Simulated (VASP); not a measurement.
# C (Fd-3m) in VASP: further runs, part 2 of 2

VASP 6.6.1.

### 4 Single point, HSE06 (strain -2.0%)

POSCAR reads:

```
C
1.0
    0.0000000000      1.7445216597      1.7445216597
    1.7445216597      0.0000000000      1.7445216597
    1.7445216597      1.7445216597      0.0000000000
C
2
Direct
    0.0000000000      0.0000000000      0.0000000000
    0.2500000000      0.2500000000      0.2500000000
```

INCAR.step1 reads:

```
SYSTEM = C
PREC = Accurate
ENCUT = 520
EDIFF = 1E-5
ISMEAR = 0
SIGMA = 0.01
LREAL = .FALSE.
LASPH = .TRUE.
NELM = 100
ALGO = Normal
ISIF = 2
LWAVE = .TRUE.
LCHARG = .FALSE.
GGA = PE
NBANDS = 11
```

INCAR.step2 reads:

```
SYSTEM = C
PREC = Accurate
ENCUT = 520
EDIFF = 1E-6
ISMEAR = 0
SIGMA = 0.01
LREAL = .FALSE.
LASPH = .TRUE.
NELM = 100
ALGO = Normal
ISIF = 2
LWAVE = .FALSE.
LCHARG = .FALSE.
GGA = PE
LHFCALC = .TRUE.
HFSCREEN = 0.2079
PRECFOCK = Normal
ISTART = 1
NBANDS = 11
```

KPOINTS reads:

```
Automatic mesh
0
G
  8 8 8
  0 0 0
```

Potentials or basis: VASP PAW PBE potentials, release 64 (C).

The run is started by

```bash
$ cat potpaw_PBE.64/C/POTCAR > POTCAR
$ cp INCAR.step1 INCAR
$ mpirun -np 1 vasp_std > vasp.out
$ cp INCAR.step2 INCAR
$ mpirun -np 1 vasp_std > vasp.out
```

OUTCAR:

```text
SYSTEM = C
   PREC = Accurate
   ENCUT = 520
   EDIFF = 1E-6
   ISMEAR = 0
   LREAL = .FALSE.
   LASPH = .TRUE.
   NELM = 100
   ISIF = 2
   GGA = PE
   LHFCALC = .TRUE.
   HFSCREEN = 0.2079
   PRECFOCK = Normal
   ISTART = 1

 ion  position               nearest neighbor table
   1  0.000  0.000  0.000-   2 1.51   2 1.51   2 1.51   2 1.51
   2  0.250  0.250  0.250-   1 1.51   1 1.51   1 1.51   1 1.51

  LATTYP: Found a face centered cubic cell.
[... 534 lines left out ...]

 [... further k-points ...]

------------------------ aborting loop because EDIFF is reached ----------------------------------------

  FORCE on cell =-STRESS in cart. coord.  units (eV):
  Direction    XX          YY          ZZ          XY          YZ          ZX
  --------------------------------------------------------------------------------------
  -------------------------------------------------------------------------------------
  Total        1.7112904      1.7112904      1.7112904      0.0000000      0.0000000     -0.0000000
  in kB      258.2112740    258.2112740    258.2112740      0.0000000      0.0000000     -0.0000000
  external PRESSURE =     258.2112740 kB  Pullay stress =       0.0000000 kB

 VOLUME and BASIS-vectors are now :
 -----------------------------------------------------------------------------
  energy-cutoff  :      520.00
  volume of cell :       10.62
      direct lattice vectors                 reciprocal lattice vectors
     0.000000000  1.744521660  1.744521660    -0.286611517  0.286611517  0.286611517
     1.744521660  0.000000000  1.744521660     0.286611517 -0.286611517  0.286611517
     1.744521660  1.744521660  0.000000000     0.286611517  0.286611517 -0.286611517

 POSITION                                       TOTAL-FORCE (eV/Angst)
 -----------------------------------------------------------------------------------
      0.00000      0.00000      0.00000         0.000000      0.000000      0.000000
      0.87226      0.87226      0.87226        -0.000000     -0.000000     -0.000000
 -----------------------------------------------------------------------------------
    total drift:                                0.000000      0.000000      0.000000

  FREE ENERGIE OF THE ION-ELECTRON SYSTEM (eV)
  ---------------------------------------------------
  free  energy   TOTEN  =       -21.0090611032 eV

  energy  without entropy=      -21.0090611032  energy(sigma->0) =      -21.00906110
```

Run time: 6 min. Hardware: 1 thread of Intel Xeon Platinum 8488C (Sapphire Rapids), shared host; peak memory 0.21 GiB.

What came out:

- Free energy: -21.0091 eV
- Pressure: 25.8 GPa
- Band gap on the k mesh: 5.44 eV, indirect (least direct gap 7.17 eV)

Caveat: the cell differs from its parent crystal (strain -2.0%); the PAW data sets were made with another functional, which shifts forces and pressure a little. A k mesh can miss the band edges.

### 5 Single point, HSE06 (strain +4.0%)

POSCAR reads:

```
C
1.0
    0.0000000000      1.8513291082      1.8513291082
    1.8513291082      0.0000000000      1.8513291082
    1.8513291082      1.8513291082      0.0000000000
C
2
Direct
    0.0000000000      0.0000000000      0.0000000000
    0.2500000000      0.2500000000      0.2500000000
```

INCAR.step1 reads:

```
ALGO = Normal
EDIFF = 1E-5
ENCUT = 520
GGA = PE
ISIF = 2
ISMEAR = 0
LASPH = T
LCHARG = F
LREAL = F
LWAVE = T
NBANDS = 11
NELM = 60
PREC = Accurate
SIGMA = 0.01
```

INCAR.step2 reads:

```
ALGO = Normal
EDIFF = 1E-7
ENCUT = 520
GGA = PE
HFSCREEN = 0.2079
ISIF = 2
ISMEAR = 0
ISTART = 1
LASPH = T
LCHARG = F
LHFCALC = T
LREAL = F
LWAVE = F
NBANDS = 11
NELM = 60
PREC = Accurate
PRECFOCK = Normal
SIGMA = 0.01
```

KPOINTS reads:

```
k-points
0
Gamma
  8 8 8
```

The run is started by

```bash
$ cat potpaw_PBE.64/C/POTCAR > POTCAR
$ cp INCAR.step1 INCAR
$ mpirun -np 1 vasp_std > vasp.out
$ cp INCAR.step2 INCAR
$ mpirun -np 1 vasp_std > vasp.out
```

Run time: 6.3 min. Hardware: 1 thread of Intel Xeon 6975P-C (Granite Rapids), shared host; peak memory 0.22 GiB.

It converged, with:

- Free energy: -20.8033 eV
- Pressure: -47.7 GPa
- Band gap on the k mesh: 5.01 eV, indirect (least direct gap 6.63 eV)

Levels at points of the mesh, in eV from the valence-band top:
| k point | band 1 | band 2 | band 3 | band 4 | band 5 | band 6 | band 7 | band 8 | band 9 |
| --- | --- | --- | --- | --- | --- | --- | --- | --- | --- |
| (0.00, 0.00, 0.00) | -22.02 | 0.00 | 0.00 | 0.00 | 6.63 | 6.63 | 6.63 | 12.65 | 19.39 |
| (0.50, 0.00, 0.00) | -16.45 | -13.37 | -2.77 | -2.77 | 8.79 | 9.51 | 9.51 | 16.56 | 22.26 |
| (0.50, 0.50, 0.00) | -13.29 | -13.29 | -6.18 | -6.18 | 5.64 | 5.64 | 17.48 | 17.48 | 23.42 |

Caveat: the cell differs from its parent crystal (strain +4.0%); the PAW data sets were made with another functional, which shifts forces and pressure a little.

### 6 Single point, PBE (strain -4.0%)

INCAR reads:

```
ALGO     = Normal         # electronic algorithm
EDIFF    = 1E-7           # SCF threshold, eV
ENCUT    = 520            # plane-wave cutoff, eV
GGA      = PE             # functional
ISIF     = 2              # what is computed and relaxed
ISMEAR   = 0              # smearing method
LASPH    = T              # aspherical terms in the spheres
LCHARG   = F              # write CHGCAR
LREAL    = F              # projectors in reciprocal space
LWAVE    = F              # write WAVECAR
NBANDS   = 11             # bands
NELM     = 60             # most SCF steps
PREC     = Accurate       # precision mode
SIGMA    = 0.01           # smearing width, eV
```

KPOINTS reads:

```
k-points
0
Gamma
  6 6 6
```

POSCAR reads:

```
C
1.0
    0.0000000000      1.7089191768      1.7089191768
    1.7089191768      0.0000000000      1.7089191768
    1.7089191768      1.7089191768      0.0000000000
C
2
Direct
    0.0000000000      0.0000000000      0.0000000000
    0.2500000000      0.2500000000      0.2500000000
```

Potentials or basis: VASP PAW PBE potentials, release 64 (C).

The run is started by

```bash
$ cat potpaw_PBE.64/C/POTCAR > POTCAR
$ mpirun -np 1 vasp_std > vasp.out
```

It took 5.6 s on 1 thread of AMD EPYC 7R13, shared host; peak memory 0.08 GiB.

It converged, with:

```
Free energy            : -17.8766 eV
Pressure               : 74.1 GPa
Band gap on the k mesh : 4.45 eV, indirect (least direct gap 5.94 eV)
```

Levels at points of the mesh, in eV from the valence-band top:
```csv
k point,band 1,band 2,band 3,band 4,band 5,band 6,band 7,band 8
"(0.00, 0.00, 0.00)",-23.28,0.00,0.00,0.00,5.94,5.94,5.94,16.38
"(0.50, 0.00, 0.00)",-16.72,-14.88,-3.15,-3.15,8.99,8.99,10.65,16.84
"(0.50, 0.50, 0.00)",-13.72,-13.72,-7.11,-7.11,5.02,5.02,18.85,18.85
```

Caveat: the k points lie up to 0.53 Å⁻¹ apart; the cell differs from its parent crystal (strain -4.0%). A k mesh can miss the band edges.

### 7 Summary

| level | cell | k mesh | grid for exact exchange (PRECFOCK) | screening parameter | gap on the mesh (eV) | pressure (GPa) |
| --- | --- | --- | --- | --- | --- | --- |
| r2SCAN | a = 2.543 Å, angles 60.0°, 2 atoms | 12 × 12 × 12 | - | - | 4.29 | -11.7 |
| HSE06 | a = 2.442 Å, angles 60.0°, 2 atoms | 8 × 8 × 8 | Normal | 0.2079 1/Å | 5.52 | 44.0 |
| HSE06 | a = 2.467 Å, angles 60.0°, 2 atoms | 8 × 8 × 8 | Normal | 0.2079 1/Å | 5.44 | 25.8 |
| HSE06 | a = 2.618 Å, angles 60.0°, 2 atoms | 8 × 8 × 8 | Normal | 0.2079 1/Å | 5.01 | -47.7 |
| PBE | a = 2.417 Å, angles 60.0°, 2 atoms | 6 × 6 × 6 | - | - | 4.45 | 74.1 |

Alike in all rows: task single point; potentials or basis VASP PAW PBE potentials, release 64 (C); no spin polarisation; cutoff (eV) 520; smearing gaussian 0.01 eV.

Caveats: some runs use coarse meshes; the PAW data sets were made with another functional, which shifts forces and pressure a little (some runs).

Absolute energies hang on the potentials; compare differences alone.
